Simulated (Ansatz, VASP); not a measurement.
## Two plane-wave programs on FeO

The input POSCAR:

```
FeO
1.0
    2.6124696300      0.0000000000      0.0000000000
    0.0000000000      2.6124696300      0.0000000000
    0.0000000000      0.0000000000      2.6124696300
Fe O
1 1
Direct
    0.0000000000      0.0000000000      0.0000000000
    0.5000000000      0.5000000000      0.5000000000
```

The input INCAR.step1:

```
ALGO = Normal ; EDIFF = 1E-5
ENCUT = 520 ; GGA = PE
ISIF = 2 ; ISMEAR = -1
ISPIN = 2 ; LASPH = True
LCHARG = False ; LMAXMIX = 4
LORBIT = 11 ; LREAL = False
LWAVE = True ; MAGMOM = 3 0
NBANDS = 18 ; NELM = 150
PREC = Accurate ; SIGMA = 0.05
```

The input INCAR.step2:

```
AEXX = 0.25 ; ALGO = Normal
EDIFF = 1E-7 ; ENCUT = 520
GGA = PS ; ISIF = 2
ISMEAR = -1 ; ISPIN = 2
ISTART = 1 ; LASPH = True
LCHARG = False ; LHFCALC = True
LMAXMIX = 4 ; LORBIT = 11
LREAL = False ; LWAVE = False
MAGMOM = 3 0 ; NBANDS = 18
NELM = 150 ; PREC = Accurate
PRECFOCK = Normal ; SIGMA = 0.05
```

The input KPOINTS:

```
k-points
0
Gamma
  5 5 5
```

The input input:

```
crystal:
  lattice:
    - [2.61246963, 0.0, 0.0]
    - [0.0, 2.61246963, 0.0]
    - [0.0, 0.0, 2.61246963]
  atoms:
    - { symbol: Fe, position: [0.0, 0.0, 0.0], spin: 3.0 }
    - { symbol: O, position: [0.5, 0.5, 0.5] }
hamiltonian:
  xc: { exchange: pbesol, correlation: pbesol, exx: { coeff: 0.25 } }
  pseudopotentials: { kind: paw }
magnetization:
  spin_polarized: true
kpoints:
  mp_grid: { grid: [5, 5, 5] }
scf:
  occupations: { method: fermi_dirac, width: 0.05 }
output:
  forces: true
  stress: true
  eigenvalues: true
  write_density: true
  write_potential: true
  elf: true
  volumetric_format: npy
```

Alike in both runs: task single point; functional PBEsol-based global hybrid with a share of 0.25 of exact exchange; k mesh 5 × 5 × 5; occupations fermi-dirac, width 0.05 eV; collinear spin.

|  | VASP | Ansatz |
| --- | --- | --- |
| version | VASP 6.6.1 | Ansatz 0.2.0 |
| potentials or method | VASP PAW PBE potentials, release 64 (Fe, O) | Ansatz PAW |
| plane-wave cutoff (eV) | 520 | 420 |
| valence electrons in the cell | 14 | 22 |

|  | VASP | Ansatz | Ansatz less VASP |
| --- | --- | --- | --- |
| gap on the k mesh at the Fermi level (eV) | none | none | - |
| pressure (GPa) | -5.8 | -6.3 | -0.52 |
| net moment per atom (μB) | 2.00 | 2.00 | 0.000 |
| size of the moment on the site where the two differ most (μB) | 3.61 | 3.59 | -0.025 |

VASP's potentials were made for PBE, not for PBEsol-based global hybrid. Site moments also hang on the region over which each program counts them. A gap of «none» marks a metal or a gap that the smearing closes. VASP's potentials hold 14 valence electrons a cell and Ansatz's 22, so a difference there can come from the potentials and not from the codes.

The k mesh is coarse, so the values compare programs but aren't converged. Noted on Ansatz's run: the magnetic or orbital state may not be the lowest.
